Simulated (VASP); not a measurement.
# TaN (I4mm) in VASP: further runs, part 3 of 3

VASP 6.6.1. The steps go on from the part before.

## 6. Single point, LDA

INCAR

```
ALGO = Normal
EDIFF = 1E-6
ENCUT = 600
GGA_COMPAT = False
ISIF = 2
ISMEAR = 0
LASPH = True
LCHARG = False
LREAL = False
LWAVE = False
NBANDS = 16
NELM = 120
PREC = Accurate
SIGMA = 0.15
```

KPOINTS

```
k-points
0
Gamma
  18 18 18
```

POSCAR

```
TaN
1.0
    0.0000000000      2.1918784864      2.1918784864
    2.1918784864      0.0000000000      2.1918784864
    2.1918784864      2.1918784864      0.0000000000
Ta N
1 1
Direct
    0.4967417379      0.5032582621      0.5032582621
    0.0420914985     -0.0420914985     -0.0420914985
```

Potentials or basis: VASP PAW LDA potentials, release 64 (Ta_sv_GW, N).

On the command line:

```sh
> cat potpaw_LDA.64/Ta_sv_GW/POTCAR potpaw_LDA.64/N/POTCAR > POTCAR
> mpirun -np 1 vasp_std > vasp.out
```

OUTCAR:

```text
EDIFF = 1E-6
   ENCUT = 600
   ISIF = 2
   ISMEAR = 0
   LASPH = True
   LREAL = False
   NELM = 120
   PREC = Accurate

 ion  position               nearest neighbor table
   1  0.497  0.503  0.503-   2 1.99   2 2.20   2 2.20   2 2.20   2 2.20   2 2.39
   2  0.042  0.958  0.958-   1 1.99   1 2.20   1 2.20   1 2.20   1 2.20   1 2.39

  LATTYP: Found a face centered cubic cell.
 ALAT       =     4.3837569728

  Lattice vectors:

 A1 = (   0.0000000000,   2.1918784864,   2.1918784864)
 A2 = (   2.1918784864,   0.0000000000,   2.1918784864)
 A3 = (   2.1918784864,   2.1918784864,   0.0000000000)

Analysis of symmetry for initial positions (statically):
=====================================================================
 Subroutine PRICEL returns:
 Original cell was already a primitive cell.

 Routine SETGRP: Setting up the symmetry group for a
 face centered cubic supercell.

 Subroutine GETGRP returns: Found  8 space group operations
 (whereof  8 operations were pure point group operations)
 out of a pool of 48 trial point group operations.

The static configuration has the point symmetry C_4v.

Analysis of symmetry for dynamics (positions and initial velocities):
=====================================================================
 Subroutine PRICEL returns:
 Original cell was already a primitive cell.

 Routine SETGRP: Setting up the symmetry group for a
 face centered cubic supercell.

 Subroutine GETGRP returns: Found  8 space group operations
 (whereof  8 operations were pure point group operations)
 out of a pool of 48 trial point group operations.

The dynamic configuration has the point symmetry C_4v.

 Subroutine INISYM returns: Found  8 space group operations
 (whereof  8 operations are pure point group operations),
 and found     1 'primitive' translations

----------------------------------------------------------------------------------------

                                     Primitive cell

  volume of cell :      21.0610

  direct lattice vectors                    reciprocal lattice vectors
     0.000000000  2.191878486  2.191878486    -0.228114835  0.228114835  0.228114835
     2.191878486  0.000000000  2.191878486     0.228114835 -0.228114835  0.228114835
     2.191878486  2.191878486  0.000000000     0.228114835  0.228114835 -0.228114835

  length of vectors
     3.099784283  3.099784283  3.099784283     0.395106485  0.395106485  0.395106485

  position of ions in fractional coordinates (direct lattice)
     0.496741738  0.503258262  0.503258262
     0.042091498  0.957908502  0.957908502

  ion indices of the primitive-cell ions
   primitive index   ion index
                 1           1
                 2           2

----------------------------------------------------------------------------------------

 KPOINTS: k-points

Automatic generation of k-mesh.
 Grid dimensions read from file:
 generate k-points for:   18   18   18

 Generating k-lattice:

  Cartesian coordinates                     Fractional coordinates (reciprocal lattice)
    -0.012673046  0.012673046  0.012673046     0.055555556  0.000000000  0.000000000
     0.012673046 -0.012673046  0.012673046     0.000000000  0.055555556  0.000000000
     0.012673046  0.012673046 -0.012673046     0.000000000  0.000000000  0.055555556

  Length of vectors
     0.021950360  0.021950360  0.021950360

  Shift w.r.t. Gamma in fractional coordinates (k-lattice)
     0.000000000  0.000000000  0.000000000

 Subroutine IBZKPT returns following result:
 ===========================================

 Found    480 irreducible k-points:

 Following reciprocal coordinates:
            Coordinates               Weight
  0.000000  0.000000  0.000000      1.000000
  0.055556  0.000000  0.000000      8.000000
  0.111111  0.000000  0.000000      8.000000
  0.166667  0.000000  0.000000      8.000000
  0.222222  0.000000  0.000000      8.000000
  0.277778  0.000000  0.000000      8.000000
[... 16 lines left out ...]
  0.388889  0.055556  0.000000     16.000000
  0.000000  0.388889  0.055556      8.000000
 [... further k-points ...]
   k-points           NKPTS =    480   k-points in BZ     NKDIM =    480   number of bands    NBANDS=     16
   number of dos      NEDOS =    301   number of ions     NIONS =      2
   total plane-waves  NPLWV =  21952
   dimension x,y,z NGX =    28 NGY =   28 NGZ =   28
   dimension x,y,z NGXF=    56 NGYF=   56 NGZF=   56
   ions per type =               1   1
   NGX,Y,Z   is equivalent  to a cutoff of  15.02, 15.02, 15.02 a.u.
   NGXF,Y,Z  is equivalent  to a cutoff of  30.03, 30.03, 30.03 a.u.
 SYSTEM =  unknown system
   PREC   = accura    normal or accurate (medium, high low for compatibility)
   ISTART =      0    job   : 0-new  1-cont  2-samecut
   ICHARG =      2    charge: 1-file 2-atom 10-const
   ISPIN  =      1    spin polarized calculation?
   LNONCOLLINEAR =      F non collinear calculations
   LSORBIT =      F    spin-orbit coupling
   LASPH  =      T    aspherical Exc in radial PAW
   ENCUT  =  600.0 eV  44.10 Ry    6.64 a.u.   6.19  6.19  6.19*2*pi/ulx,y,z
   NELM   =    120;   NELMIN=  2; NELMDL= -5     # of ELM steps
   EDIFF  = 0.1E-05   stopping-criterion for ELM
   LREAL  =      F    real-space projection
   EDIFFG = 0.1E-04   stopping-criterion for IOM
   NSW    =      0    number of steps for IOM
   IBRION =     -1    ionic relax: 0-MD 1-quasi-New 2-CG
   NFREE  =      0    steps in history (QN), initial steepest desc. (CG)
   ISIF   =      2    stress and relaxation
   ISYM   =      2    0-nonsym 1-usesym 2-fastsym
   POTIM  = 0.5000    time-step for ionic-motion
   TEBEG  =    0.0;   TEEND  =   0.0 temperature during run
   PSTRESS=    0.0 pullay stress
   NELECT =      18.0000    total number of electrons
   NUPDOWN=      -1.0000    fix difference up-down
   EMIN   =  10.00;   EMAX   =-10.00  energy-range for DOS
   EFERMI =   0.00;   METHOD = LEGACY
   ISMEAR =     0;   SIGMA  =   0.15  broadening in eV -4-tet -1-fermi 0-gaus
   EFERMI_NEDOS =   21; number of points for ismear=-14 and -15
   IALGO  =     38    algorithm
   IMIX   =      4    mixing-type and parameters
     AMIX     =   0.40;   BMIX     =  1.00
     AMIX_MAG =   1.60;   BMIX_MAG =  1.00
  volume/ion in A,a.u.               =      10.53        71.06
  Fermi-wavevector in a.u.,A,eV,Ry     =   1.553600  2.935878 32.840011  2.413673
  Thomas-Fermi vector in A             =   2.657807
   LORBIT       =      0    0 simple, 1 ext, 2 COOP (PROOUT), +10 PAW based schemes
   GGA     = CA    functional components
   LHFCALC =     F    Hartree Fock is set to
   AEXX    =    0.0000 exact exchange contribution
   IVDW    =     0    specifies the selected vdW correction
   LEPSILON=     F    determine dielectric tensor
   LRPA    =     F    only Hartree local field effects (RPA)
 non-spin polarized calculation
 Gauss-broadening in eV      SIGMA  =   0.15
  energy-cutoff  :      600.00
  volume of cell :       21.06
 maximum number of plane-waves:       725
 NGX is ok and might be reduce to    28

 number of electron      18.0000001 magnetization

 Free energy of the ion-electron system (eV)
  ---------------------------------------------------
  ext. energy  EPLUGINS =         0.00000000
  ---------------------------------------------------
  free energy    TOTEN  =       -26.48866420 eV

  energy without entropy =      -26.47993534  energy(sigma->0) =      -26.48429977

 E-fermi :  13.5396     XC(G=0): -14.1003

 val. band max:       13.5216661774   @ k =   0.0556  -0.3333   0.2778
 cond. band min:      13.5401525194   @ k =  -0.3333   0.2778   0.1111
 fundamental gap:      0.0184863420
 Fermi energy:        13.5395656669

 k-point     1 :       0.0000    0.0000    0.0000
  band No.  band energies     occupation
      1     -55.4031      2.00000
      2     -21.8852      2.00000
      3     -21.8280      2.00000
      4     -21.8280      2.00000
      5      -5.0336      2.00000
      6       9.0042      2.00000
[... 8 lines left out ...]
     15      22.7766      0.00000
     16      37.1455      0.00000
[... 419 lines left out ...]
 k-point    24 :       0.0000    0.3889    0.0556
  band No.  band energies     occupation
      1     -55.3501      2.00000
      2     -22.6283      2.00000
      3     -21.9416      2.00000
      4     -21.9219      2.00000
      5      -2.5912      2.00000
      6       4.1172      2.00000
[... 8 lines left out ...]
     15      25.3636      0.00000
     16      27.5502      0.00000

 [... further k-points ...]
[... 5 lines left out ...]
  --------------------------------------------------------------------------------------
  -------------------------------------------------------------------------------------
  Total        1.6971734     -0.9668763     -0.9668763      0.0000000      0.0000000      0.0000000
  in kB      129.1092539    -73.5532835    -73.5532835      0.0000000      0.0000000      0.0000000
  external PRESSURE =      -5.9991044 kB  Pullay stress =       0.0000000 kB

 VOLUME and BASIS-vectors are now :
 -----------------------------------------------------------------------------
  energy-cutoff  :      600.00
  volume of cell :       21.06
      direct lattice vectors                 reciprocal lattice vectors
     0.000000000  2.191878486  2.191878486    -0.228114835  0.228114835  0.228114835
     2.191878486  0.000000000  2.191878486     0.228114835 -0.228114835  0.228114835
     2.191878486  2.191878486  0.000000000     0.228114835  0.228114835 -0.228114835

 POSITION                                       TOTAL-FORCE (eV/Angst)
 -----------------------------------------------------------------------------------
      2.20616      2.19188      2.19188        -2.033349      0.000000      0.000000
      4.19924      2.19188      2.19188         2.033349      0.000000      0.000000
 -----------------------------------------------------------------------------------
    total drift:                               -0.000128     -0.000000     -0.000000

  FREE ENERGIE OF THE ION-ELECTRON SYSTEM (eV)
  ---------------------------------------------------
  free  energy   TOTEN  =       -26.4886642025 eV

  energy  without entropy=      -26.4799353353  energy(sigma->0) =      -26.48429977
```

Wall time 3.9 min (1 thread of Intel Xeon Platinum 8259CL at 2.50GHz (Skylake/Cascade Lake), shared host); peak memory 0.34 GiB.

Results:

* Free energy: -26.4887 eV
* Pressure: -0.6 GPa
* Largest force: 2.033 eV/Å
* Band gap on the k mesh: zero (band 9 reaches 15.32 eV, above the bottom of band 10 at 12.04 eV)

Forces in eV/Å, atoms in the order of the input:
```
Ta  -2.033  0.000  0.000
N    2.033  0.000  0.000
```

Levels at points of the mesh, in eV from the Fermi level:
| k point | band 7 | band 8 | band 9 | band 10 | band 11 | band 12 |
| --- | --- | --- | --- | --- | --- | --- |
| (0.00, 0.00, 0.00) | -4.54 | -4.47 | -2.01 | -1.11 | -1.11 | 0.15 |
| (0.50, 0.00, 0.00) | -7.52 | -7.45 | 1.78 | 2.03 | 2.10 | 3.87 |
| (0.50, 0.50, 0.00) | -6.50 | -4.67 | -3.22 | 2.52 | 3.68 | 3.72 |
| (0.00, 0.50, 0.50) | -5.42 | -4.53 | -4.53 | 2.27 | 3.67 | 3.67 |

Caveat: spin-orbit coupling is left out, which moves the levels of the heavy elements; forces of over 1 eV/Å act on the atoms, so gaps and moduli don't describe the material at rest.

## 7. The runs side by side

```csv
cell,gap on the mesh (eV),pressure (GPa),largest force (eV/Å)
"a = 3.100 Å, angles 60.0°, 2 atoms",none,-0.6,2.03
"a = 3.126 Å, angles 60.0°, 2 atoms",none,-3.6,2.76
"a = 3.049 Å, angles 60.0°, 2 atoms",none,14.9,1.50
```

Some of these runs hold the atoms at other places in the same cell, which the table doesn't show; runs alike in all that it shows share one row.

Alike in all rows: task single point; level LDA; potentials or basis VASP PAW LDA potentials, release 64 (Ta_sv_GW, N); no spin polarisation; k mesh 18 × 18 × 18; cutoff (eV) 600; smearing gaussian 0.15 eV.

Caveats: spin-orbit coupling is left out, which moves the levels of the heavy elements; forces of over 1 eV/Å act on the atoms, so gaps and moduli don't describe the material at rest.

Total energies depend on the potentials used, so only differences within one code and one set of settings carry meaning.
